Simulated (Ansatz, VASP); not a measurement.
**EuO in VASP and in Ansatz**

```xyz
2
Lattice="0.0000 2.5539 2.5539 2.5539 0.0000 2.5539 2.5539 2.5539 0.0000" Properties=species:S:1:pos:R:3 pbc="T T T"
Eu    2.5539    2.5539    2.5539
O     0.0000    0.0000    0.0000
```

Alike in both runs: task single point; functional PBEsol; k mesh 8 × 8 × 8; occupations gaussian, width 0.05 eV; collinear spin; Hubbard terms Eu f U = 6.0 eV.

|  | VASP | Ansatz |
| --- | --- | --- |
| version | VASP 6.6.1 | Ansatz 0.2.0 |
| potentials or method | VASP PAW PBE potentials, release 64 (Eu, O), cutoff 600 eV | scalar-relativistic, plane waves, PAW |
| valence electrons in the cell | 23 | 23 |

```csv
,VASP,Ansatz,Ansatz less VASP
pressure (GPa),-2.0,-1.3,+0.70
net moment per atom (μB),3.50,3.50,0.000
size of the moment on the site where the two differ most (μB),0.10,0.09,-0.012
```

VASP's potentials were made for PBE, not for PBEsol. Site moments also hang on the region over which each program counts them. The programs project onto different local orbitals, so the same U acts differently, and such runs can settle in different states.

Neither program's run includes spin-orbit coupling.
